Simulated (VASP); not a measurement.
Ti3H2:

```
Ti H
1.0
     1.48500    0.85737    7.26667
    -1.48500    0.85737    7.26667
     0.00000   -1.71473    7.26667
Ti H
3 2
Direct
  0.77780 0.77780 0.77780
  0.22220 0.22220 0.22220
  0.00000 0.00000 0.00000
  0.38890 0.38890 0.38890
  0.61110 0.61110 0.61110
```

| Item | Value |
| --- | --- |
| Program | VASP 6.6.1 |
| Task | relaxation of cell and atoms |
| Functional | PBE |
| Potentials or basis | VASP PAW PBE potentials, release 64 (Ti_sv, H) |
| Cutoff | 600 eV |
| k mesh | 6 × 6 × 6 |
| Occupations | gaussian, width 0.2 eV |
| Spin | no spin polarisation |

At the start: pressure -1.5 GPa; volume 11.10 Å³/atom.

Question: How do energy, volume and symmetry change on relaxing?

Answer: Over 4 steps the energy falls by 4.5 meV/atom and the volume is 10.90 Å³/atom (-1.8 %); space group R-3m (No. 166, to 0.1 Å) before and after.

Step by step:
| step | energy change (eV) | largest force (eV/Å) | pressure (GPa) | volume (Å³) |
| --- | --- | --- | --- | --- |
| 1 | 0.0000 | 0.3574 | -1.54 | 55.51 |
| 2 | -0.0149 | 0.2537 | 0.14 | 54.66 |
| 3 | -0.0173 | 0.1806 | 1.20 | 54.15 |
| 4 | -0.0226 | 0.0207 | 0.24 | 54.51 |

Final structure:
```
Ti H
1.0
     1.47699    0.85274    7.21265
    -1.47699    0.85274    7.21265
     0.00000   -1.70548    7.21265
Ti H
3 2
Direct
  0.77986 0.77986 0.77986
  0.22014 0.22014 0.22014
  0.00000 0.00000 0.00000
  0.38849 0.38849 0.38849
  0.61151 0.61151 0.61151
```

Caveat: the k points lie up to 0.41 Å⁻¹ apart in the final cell, too coarse for converged energies and pressures of a metal.
